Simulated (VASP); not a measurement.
# KOs4C4 (P-3m1) in VASP: notebook, part 2 of 2

VASP 6.6.1. The steps go on from the part before.

## Step 3: Single point, PBE

This run uses another cell than the first one, of 18.91 Å³/atom.

The input, INCAR:

```
SYSTEM = KOs4C4
PREC     = Accurate       ! precision mode
ENCUT    = 520            ! plane-wave cutoff, eV
EDIFF    = 1E-6           ! SCF threshold, eV
ISMEAR   = 0              ! smearing method
SIGMA    = 0.1            ! smearing width, eV
LREAL    = .False.        ! projectors in reciprocal space
LASPH    = .True.         ! aspherical terms in the spheres
NELM     = 100            ! most SCF steps
ALGO     = Normal         ! electronic algorithm
ISIF     = 2              ! what is computed and relaxed
LWAVE    = .False.        ! write WAVECAR
LCHARG   = .False.        ! write CHGCAR
GGA      = PE             ! functional
NBANDS   = 38             ! bands
```

The input, KPOINTS:

```
regular mesh
0
Gamma
  6 6 2
  0 0 0
```

The input, POSCAR:

```
KOs4C4
1.0
    5.0212138700      0.0000000000      0.0000000000
   -2.5106069400      4.3484987700      0.0000000000
    0.0000000000      0.0000000000      7.7936517600
K Os C
1 4 4
Direct
    0.0000000000      0.0000000000      0.0000000000
    0.3333333300      0.6666666700      0.0073762200
    0.6666666700      0.3333333300      0.9926237800
    0.3333333300      0.6666666700      0.5578516500
    0.6666666700      0.3333333300      0.4421483500
    0.5000000000      0.0000000000      0.0000000000
    0.0000000000      0.5000000000      0.0000000000
    0.5000000000      0.5000000000      0.0000000000
    0.0000000000      0.0000000000      0.5000000000
```

Potentials or basis: VASP PAW PBE potentials, release 64 (K_sv, Os, C).

On the command line:

```sh
$ cat potpaw_PBE.64/K_sv/POTCAR potpaw_PBE.64/Os/POTCAR potpaw_PBE.64/C/POTCAR > POTCAR
$ mpirun -np 1 vasp_std > vasp.out
```

OUTCAR:

```text
SYSTEM = KOs4C4
   PREC = Accurate
   ENCUT = 520
   EDIFF = 1E-6
   ISMEAR = 0
   LREAL = .False.
   LASPH = .True.
   NELM = 100
   ISIF = 2
   GGA = PE

 ion  position               nearest neighbor table
   1  0.000  0.000  0.000-   8 2.51   8 2.51   6 2.51   6 2.51   7 2.51   7 2.51   2 2.90   3 2.90
                             3 2.90   2 2.90   2 2.90   3 2.90
   2  0.333  0.667  0.007-   7 1.45   6 1.45   8 1.45   1 2.90   1 2.90   1 2.90   3 2.90   3 2.90
                             3 2.90
   3  0.667  0.333  0.993-   7 1.45   6 1.45   8 1.45   1 2.90   1 2.90   1 2.90   2 2.90   2 2.90
                             2 2.90
   4  0.333  0.667  0.558-   5 3.04   5 3.04   5 3.04
   5  0.667  0.333  0.442-   4 3.04   4 3.04   4 3.04
   6  0.500  0.000  0.000-   2 1.45   3 1.45   1 2.51   1 2.51
   7  0.000  0.500  0.000-   2 1.45   3 1.45   1 2.51   1 2.51
   8  0.500  0.500  0.000-   2 1.45   3 1.45   1 2.51   1 2.51
   9  0.000  0.000  0.500-

  LATTYP: Found a hexagonal cell.
 ALAT       =     5.0212138700
 C/A-ratio  =     1.5521449518

  Lattice vectors:

 A1 = (   5.0212138700,   0.0000000000,   0.0000000000)
 A2 = (  -2.5106069400,   4.3484987700,   0.0000000000)
 A3 = (   0.0000000000,   0.0000000000,   7.7936517600)

Analysis of symmetry for initial positions (statically):
=====================================================================
 Subroutine PRICEL returns:
 Original cell was already a primitive cell.

 Routine SETGRP: Setting up the symmetry group for a
 hexagonal supercell.

 Subroutine GETGRP returns: Found 12 space group operations
 (whereof 12 operations were pure point group operations)
 out of a pool of 24 trial point group operations.

The static configuration has the point symmetry D_3d.

Analysis of symmetry for dynamics (positions and initial velocities):
=====================================================================
 Subroutine PRICEL returns:
 Original cell was already a primitive cell.

 Routine SETGRP: Setting up the symmetry group for a
 hexagonal supercell.

 Subroutine GETGRP returns: Found 12 space group operations
 (whereof 12 operations were pure point group operations)
 out of a pool of 24 trial point group operations.

The dynamic configuration has the point symmetry D_3d.

 Subroutine INISYM returns: Found 12 space group operations
 (whereof 12 operations are pure point group operations),
 and found     1 'primitive' translations

----------------------------------------------------------------------------------------

                                     Primitive cell

  volume of cell :     170.1724

  direct lattice vectors                    reciprocal lattice vectors
     5.021213870  0.000000000  0.000000000     0.199155030  0.114982211  0.000000000
    -2.510606940  4.348498770  0.000000000     0.000000000  0.229964421  0.000000000
     0.000000000  0.000000000  7.793651760     0.000000000  0.000000000  0.128309556

  length of vectors
     5.021213870  5.021213873  7.793651760     0.229964421  0.229964421  0.128309556

  position of ions in fractional coordinates (direct lattice)
     0.000000000  0.000000000  0.000000000
     0.333333330  0.666666670  0.007376220
     0.666666670  0.333333330  0.992623780
     0.333333330  0.666666670  0.557851650
     0.666666670  0.333333330  0.442148350
[... 58 lines left out ...]
  0.333333  0.333333  0.500000      2.000000
   k-points           NKPTS =     14   k-points in BZ     NKDIM =     14   number of bands    NBANDS=     38
   number of dos      NEDOS =    301   number of ions     NIONS =      9
   total plane-waves  NPLWV =  96000
   dimension x,y,z NGX =    40 NGY =   40 NGZ =   60
   dimension x,y,z NGXF=    80 NGYF=   80 NGZF=  120
   ions per type =               1   4   4
   NGX,Y,Z   is equivalent  to a cutoff of  13.24, 13.24, 12.80 a.u.
   NGXF,Y,Z  is equivalent  to a cutoff of  26.49, 26.49, 25.60 a.u.
 SYSTEM =  KOs4C4
   PREC   = accura    normal or accurate (medium, high low for compatibility)
   ISTART =      0    job   : 0-new  1-cont  2-samecut
   ICHARG =      2    charge: 1-file 2-atom 10-const
   ISPIN  =      1    spin polarized calculation?
   LNONCOLLINEAR =      F non collinear calculations
   LSORBIT =      F    spin-orbit coupling
   LASPH  =      T    aspherical Exc in radial PAW
   ENCUT  =  520.0 eV  38.22 Ry    6.18 a.u.   9.34  9.34 14.49*2*pi/ulx,y,z
   NELM   =    100;   NELMIN=  2; NELMDL= -5     # of ELM steps
   EDIFF  = 0.1E-05   stopping-criterion for ELM
   LREAL  =      F    real-space projection
   EDIFFG = 0.1E-04   stopping-criterion for IOM
   NSW    =      0    number of steps for IOM
   IBRION =     -1    ionic relax: 0-MD 1-quasi-New 2-CG
   NFREE  =      0    steps in history (QN), initial steepest desc. (CG)
   ISIF   =      2    stress and relaxation
   ISYM   =      2    0-nonsym 1-usesym 2-fastsym
   POTIM  = 0.5000    time-step for ionic-motion
   TEBEG  =    0.0;   TEEND  =   0.0 temperature during run
   PSTRESS=    0.0 pullay stress
   NELECT =      57.0000    total number of electrons
   NUPDOWN=      -1.0000    fix difference up-down
   EMIN   =  10.00;   EMAX   =-10.00  energy-range for DOS
   EFERMI =   0.00;   METHOD = LEGACY
   ISMEAR =     0;   SIGMA  =   0.10  broadening in eV -4-tet -1-fermi 0-gaus
   EFERMI_NEDOS =   21; number of points for ismear=-14 and -15
   IALGO  =     38    algorithm
   IMIX   =      4    mixing-type and parameters
     AMIX     =   0.40;   BMIX     =  1.00
     AMIX_MAG =   1.60;   BMIX_MAG =  1.00
  volume/ion in A,a.u.               =      18.91       127.60
  Fermi-wavevector in a.u.,A,eV,Ry     =   1.136938  2.148501 17.587270  1.292628
  Thomas-Fermi vector in A             =   2.273643
   LORBIT       =      0    0 simple, 1 ext, 2 COOP (PROOUT), +10 PAW based schemes
   GGA     = PE    functional components
   LHFCALC =     F    Hartree Fock is set to
   AEXX    =    0.0000 exact exchange contribution
   IVDW    =     0    specifies the selected vdW correction
   LEPSILON=     F    determine dielectric tensor
   LRPA    =     F    only Hartree local field effects (RPA)
 non-spin polarized calculation
 Gauss-broadening in eV      SIGMA  =   0.10
  energy-cutoff  :      520.00
  volume of cell :      170.17
 maximum number of plane-waves:      4606
 NGX is ok and might be reduce to    40
   NGX = 19   NGY = 19   NGZ = 29

 number of electron      56.9999998 magnetization

 Free energy of the ion-electron system (eV)
  ---------------------------------------------------
  ext. energy  EPLUGINS =         0.00000000
  ---------------------------------------------------
  free energy    TOTEN  =       -21.70159696 eV

  energy without entropy =      -21.65144427  energy(sigma->0) =      -21.67652061

 E-fermi :   2.5106     XC(G=0):  -9.6521

 val. band max:        2.5088316896   @ k =   0.1667   0.0000   0.0000
 cond. band min:       2.5475372239   @ k =   0.0000   0.0000   0.5000
 fundamental gap:      0.0387055343
 Fermi energy:         2.5106451021

 k-point     1 :       0.0000    0.0000    0.0000
  band No.  band energies     occupation
      1     -27.1068      2.00000
      2     -11.7947      2.00000
      3     -11.7947      2.00000
      4     -11.3258      2.00000
      5     -10.6171      2.00000
      6      -8.3466      2.00000
[... 563 lines left out ...]
     37       6.3182      0.00000
     38       6.7956      0.00000

------------------------ aborting loop because EDIFF is reached ----------------------------------------

  FORCE on cell =-STRESS in cart. coord.  units (eV):
  Direction    XX          YY          ZZ          XY          YZ          ZX
  --------------------------------------------------------------------------------------
  -------------------------------------------------------------------------------------
  Total      169.7416960    169.7416961    -12.2044163     -0.0000002      0.0000000     -0.0000000
  in kB     1598.1224475   1598.1224481   -114.9048948     -0.0000018      0.0000000     -0.0000000
  external PRESSURE =    1027.1133336 kB  Pullay stress =       0.0000000 kB

 VOLUME and BASIS-vectors are now :
 -----------------------------------------------------------------------------
  energy-cutoff  :      520.00
  volume of cell :      170.17
      direct lattice vectors                 reciprocal lattice vectors
     5.021213870  0.000000000  0.000000000     0.199155030  0.114982211  0.000000000
    -2.510606940  4.348498770  0.000000000     0.000000000  0.229964421  0.000000000
     0.000000000  0.000000000  7.793651760     0.000000000  0.000000000  0.128309556

 POSITION                                       TOTAL-FORCE (eV/Angst)
 -----------------------------------------------------------------------------------
      0.00000      0.00000      0.00000         0.000000      0.000000      0.000000
     -0.00000      2.89900      0.05749        -0.000000      0.000000      3.723404
      2.51061      1.44950      7.73616         0.000000     -0.000000     -3.723404
     -0.00000      2.89900      4.34770        -0.000000      0.000000     -2.062322
      2.51061      1.44950      3.44595         0.000000     -0.000000      2.062322
      2.51061      0.00000      0.00000         0.000000      0.000000      0.000000
     -1.25530      2.17425      0.00000         0.000000      0.000000      0.000000
      1.25530      2.17425      0.00000         0.000000      0.000000      0.000000
      0.00000      0.00000      3.89683         0.000000      0.000000      0.000000
 -----------------------------------------------------------------------------------
    total drift:                               -0.000000     -0.000000     -0.000000

  FREE ENERGIE OF THE ION-ELECTRON SYSTEM (eV)
  ---------------------------------------------------
  free  energy   TOTEN  =       -21.7015969579 eV

  energy  without entropy=      -21.6514442700  energy(sigma->0) =      -21.67652061
```

Run time: 5.4 min. Hardware: 1 thread of Intel Xeon 8259CL, shared host; peak memory 0.35 GiB.

What came out:

* Free energy: -21.7016 eV
* Pressure: 102.7 GPa
* Largest force: 3.723 eV/Å
* Band gap on the k mesh: zero (an odd number of electrons rules out a gap without spin polarisation)

Forces in eV/Å, atoms in the order of the input:
```
K    0.000  0.000  0.000
Os   0.000  0.000  3.723
Os   0.000  0.000 -3.723
Os   0.000  0.000 -2.062
Os   0.000  0.000  2.062
C    0.000  0.000  0.000
C    0.000  0.000  0.000
C    0.000  0.000  0.000
C    0.000  0.000  0.000
```

Stress tensor (GPa, compression positive):
```
159.81   0.00   0.00
  0.00 159.81   0.00
  0.00   0.00 -11.49
```

Caveat: the k points lie up to 0.40 Å⁻¹ apart, too coarse for converged energies and pressures of a metal; atoms lie so close that the PAW spheres overlap strongly, which falsifies energies and pressures; spin-orbit coupling is left out, which moves the levels of the heavy elements; forces of over 1 eV/Å act on the atoms, so gaps and moduli don't describe the material at rest.

## Step 4: Single point, PBE

This run uses another cell than the first one, of 17.51 Å³/atom.

The input, INCAR:

```
SYSTEM = KOs4C4
PREC = Accurate
ENCUT = 520
EDIFF = 1E-7
ISMEAR = 0
SIGMA = 0.1
LREAL = .False.
LASPH = .True.
NELM = 60
ALGO = Normal
ISIF = 2
LWAVE = .False.
LCHARG = .False.
GGA = PE
NBANDS = 38
```

The input, KPOINTS:

```
Automatic mesh
0
Gamma
  6 6 4
  0 0 0
```

The input, POSCAR:

```
KOs4C4
1.0
    5.0914847503      0.0000000000      0.0000000000
   -2.5457423752      4.4093551367      0.0000000000
    0.0000000000      0.0000000000      7.0179434013
K Os C
1 4 4
Direct
    0.0000000000      0.0000000000      0.0000000000
    0.3333333333      0.6666666667      0.1606490753
    0.6666666667      0.3333333333      0.8393509247
    0.3333333333      0.6666666667      0.4935848427
    0.6666666667      0.3333333333      0.5064151573
    0.5000000000      0.0000000000      0.0000000000
    0.0000000000      0.5000000000      0.0000000000
    0.5000000000      0.5000000000      0.0000000000
    0.0000000000      0.0000000000      0.5000000000
```

On the command line:

```sh
$ cat potpaw_PBE.64/K_sv/POTCAR potpaw_PBE.64/Os/POTCAR potpaw_PBE.64/C/POTCAR > POTCAR
$ mpirun -np 1 vasp_std > vasp.out
```

It took 12 min on 1 thread of Intel Xeon 8259CL, shared host; peak memory 0.36 GiB.

Results (log left out):

```yaml
Free_energy: -64.4714 eV
Pressure: 0.8 GPa
Largest_force: 0.560 eV/Å
Band_gap_on_the_k_mesh: zero (an odd number of electrons rules out a gap without spin polarisation)
```

Forces in eV/Å, atoms in the order of the input:
```
K    0.000  0.000  0.000
Os   0.000  0.000  0.560
Os   0.000  0.000 -0.560
Os   0.000  0.000 -0.170
Os   0.000  0.000  0.170
C    0.000  0.000  0.000
C    0.000  0.000  0.000
C    0.000  0.000  0.000
C    0.000  0.000  0.000
```

Stress tensor (GPa, compression positive):
```
1.22 0.00 0.00
0.00 1.22 0.00
0.00 0.00 0.11
```

Levels at points of the mesh, in eV from the Fermi level:
```tsv
k point	band 24	band 25	band 26	band 27	band 28	band 29	band 30	band 31	band 32	band 33
(0.00, 0.00, 0.00)	-1.77	-1.77	-1.60	-1.60	-1.24	-0.70	0.27	0.27	0.74	1.04
(0.50, 0.00, 0.00)	-2.03	-1.70	-1.67	-0.75	-0.08	0.06	0.13	0.27	0.34	1.11
(0.00, 0.00, 0.50)	-1.84	-1.84	-1.68	-1.19	-1.19	0.07	0.09	0.09	0.74	1.33
(0.50, 0.00, 0.50)	-2.02	-1.50	-1.02	-0.69	-0.02	0.01	0.13	0.15	0.66	1.29
```

Caveat: spin-orbit coupling is left out, which moves the levels of the heavy elements.

## Step 5: Relaxation of cell and atoms, PBE

The input, INCAR:

```
SYSTEM = KOs4C4
PREC = Accurate ; ENCUT = 600
EDIFF = 1E-7 ; ISMEAR = 0
SIGMA = 0.1 ; LREAL = .FALSE.
LASPH = .TRUE. ; NELM = 80
ALGO = Normal ; ISIF = 3
LWAVE = .FALSE. ; LCHARG = .FALSE.
GGA = PE ; IBRION = 2
NSW = 90 ; EDIFFG = -0.04
```

The input, KPOINTS:

```
regular mesh
0
G
  6 6 4
  0 0 0
```

The input, POSCAR:

```
KOs4C4
1.0
    5.0812878775      0.0000000000      0.0000000000
   -2.5406439388      4.4005243859      0.0000000000
    0.0000000000      0.0000000000      7.0903256835
K Os C
1 4 4
Direct
    0.0000000000      0.0000000000      0.0000000000
    0.3333333333      0.6666666667      0.1596063491
    0.6666666667      0.3333333333      0.8403936509
    0.3333333333      0.6666666667      0.4895373186
    0.6666666667      0.3333333333      0.5104626814
    0.5000000000      0.0000000000      0.0000000000
    0.0000000000      0.5000000000      0.0000000000
    0.5000000000      0.5000000000      0.0000000000
    0.0000000000      0.0000000000      0.5000000000
```

On the command line:

```sh
$ cat potpaw_PBE.64/K_sv/POTCAR potpaw_PBE.64/Os/POTCAR potpaw_PBE.64/C/POTCAR > POTCAR
$ mpirun -np 1 vasp_std > vasp.out
```

It took 48 min on 1 thread of Intel Xeon 8259CL, shared host; peak memory 0.43 GiB.

The run converged. Its results:

| Quantity | Value |
| --- | --- |
| Free energy | -64.4837 eV |
| Relaxed volume | 17.57 Å³/atom |
| Relaxed cell | a = 5.102 Å, b = 5.102 Å, c = 7.016 Å, α = 90.00°, β = 90.00°, γ = 120.00° |
| Space group after relaxing (to 0.1 Å) | P-3m1 (No. 164) |
| Energy gained by relaxing | 1.8 meV/atom |
| Ionic steps | 9 |
| Pressure after relaxing | 0.0 GPa |
| Largest force after relaxing | 0.026 eV/Å |
| Band gap on the k mesh | zero (an odd number of electrons rules out a gap without spin polarisation) |

Forces on the atoms (eV/Å):
```
K    0.000  0.000  0.000
Os   0.000  0.000  0.005
Os   0.000  0.000 -0.005
Os   0.000  0.000 -0.026
Os   0.000  0.000  0.026
C    0.000  0.000  0.000
C    0.000  0.000  0.000
C    0.000  0.000  0.000
C    0.000  0.000  0.000
```

Stress tensor (GPa, compression positive):
```
 0.05  0.00  0.00
 0.00  0.05  0.00
 0.00  0.00 -0.21
```

Step by step:
| step | energy change (eV) | largest force (eV/Å) | pressure (GPa) | volume (Å³) |
| --- | --- | --- | --- | --- |
| 1 | 0.0000 | 0.6089 | 0.78 | 158.54 |
| 2 | 0.0159 | 0.9519 | -1.65 | 160.52 |
| 3 | -0.0100 | 0.1025 | -0.20 | 159.30 |
| 4 | -0.0118 | 0.1439 | 0.03 | 158.93 |
| 5 | -0.0131 | 0.2134 | 0.40 | 158.33 |
| 6 | -0.0138 | 0.1802 | 0.34 | 158.30 |
| 7 | -0.0153 | 0.0829 | 0.17 | 158.24 |
| 8 | -0.0156 | 0.1035 | -0.19 | 158.11 |
| 9 | -0.0159 | 0.0259 | -0.04 | 158.16 |

Final structure:
```
K Os C
1.0
     5.10194    0.00000    0.00000
    -2.55097    4.41841    0.00000
     0.00000    0.00000    7.01614
K Os C
1 4 4
Direct
  0.00000 0.00000 0.00000
  0.33333 0.66667 0.16221
  0.66667 0.33333 0.83779
  0.33333 0.66667 0.49352
  0.66667 0.33333 0.50648
  0.50000 0.00000 0.00000
  0.00000 0.50000 0.00000
  0.50000 0.50000 0.00000
  0.00000 0.00000 0.50000
```

Levels at points of the mesh, in eV from the Fermi level:
| k point | band 26 | band 27 | band 28 | band 29 | band 30 | band 31 |
| --- | --- | --- | --- | --- | --- | --- |
| (0.00, 0.00, 0.00) | -1.59 | -1.59 | -1.22 | -0.68 | 0.30 | 0.30 |
| (0.50, 0.00, 0.00) | -1.69 | -0.76 | -0.07 | 0.06 | 0.14 | 0.26 |
| (0.00, 0.00, 0.50) | -1.68 | -1.22 | -1.22 | 0.09 | 0.11 | 0.11 |
| (0.50, 0.00, 0.50) | -1.03 | -0.71 | -0.03 | 0.00 | 0.13 | 0.17 |

Caveat: spin-orbit coupling is left out, which moves the levels of the heavy elements.

## Step 6: Summary

```csv
task,cell,k mesh,cutoff (eV),gap on the mesh (eV),pressure (GPa),largest force (eV/Å)
single point,"a = 5.081, b = 5.081, c = 7.090 Å, angles 90.0, 90.0, 120.0°, 9 atoms, atomic positions A",6 × 6 × 2,520,none,0.8,0.62
single point,"a = 5.021, b = 5.021, c = 7.794 Å, angles 90.0, 90.0, 120.0°, 9 atoms, atomic positions B",6 × 6 × 2,520,none,102.7,3.72
single point,"a = 5.091, b = 5.091, c = 7.018 Å, angles 90.0, 90.0, 120.0°, 9 atoms, atomic positions C",6 × 6 × 4,520,none,0.8,0.56
relaxation of cell and atoms,"relaxed from a = 5.081, b = 5.081, c = 7.090 Å, angles 90.0, 90.0, 120.0°, 9 atoms, atomic positions A",6 × 6 × 4,600,none,0.0,0.03
```

Alike in all rows: level PBE; potentials or basis VASP PAW PBE potentials, release 64 (K_sv, Os, C); no spin polarisation; smearing gaussian 0.1 eV.

Caveats: some runs use coarse meshes; spin-orbit coupling is left out, which moves the levels of the heavy elements; atoms lie so close that the PAW spheres overlap strongly, which falsifies energies and pressures (at least some runs); forces of over 1 eV/Å act on the atoms, so gaps and moduli don't describe the material at rest (at least some runs).

Absolute energies hang on the potentials; compare differences alone.

The gap in the log of VASP goes by the Fermi energy; the results here count the filled bands.